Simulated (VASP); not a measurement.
**Os: single point with PBEsol**

Crystal: Os.

```
Os
1.0
     0.00000    1.95146    1.95146
     1.95146    0.00000    1.95146
     1.95146    1.95146    0.00000
Os
1
Direct
  0.00000 0.00000 0.00000
```

This isn't the form of Os at room conditions, which is hcp.

| Item | Value |
| --- | --- |
| Program | VASP 6.6.1 |
| Task | single point |
| Functional | PBEsol |
| Potentials or basis | VASP PAW PBE potentials, release 64 (Os) |
| Cutoff | 600 eV |
| k mesh | 14 × 14 × 14 |
| Occupations | fermi-dirac, width 0.05 eV |
| Spin | no spin polarisation |
| Dipole correction | no |
| Further INCAR settings | ALGO = Normal; EDIFF = 1e-06; NBANDS = 10 |

The pressure is -23.1 GPa. The band gap on the k mesh is zero (bands 4 and 5 overlap by 3.44 eV).

Levels at points of the mesh, in eV from the Fermi level:
```csv
k point,band 2,band 3,band 4,band 5,band 6,band 7
"(0.00, 0.00, 0.00)",-2.72,-2.72,-2.72,0.07,0.07,14.34
"(0.50, 0.00, 0.00)",-2.85,-2.85,-0.18,2.27,2.27,8.27
"(0.50, 0.50, 0.00)",-6.29,2.23,2.25,2.90,2.90,11.32
```

Wall time 12 s on 1 thread of Intel(R) Xeon(R) Platinum 8259CL CPU @ 2.50GHz (Skylake/Cascade Lake), with other jobs on the host, peak memory 0.15 GiB.

Caveat: the cell stands under tension; the PAW data sets were made with another functional, which shifts forces and pressure a little; spin-orbit coupling is left out, which moves the levels of the heavy elements.
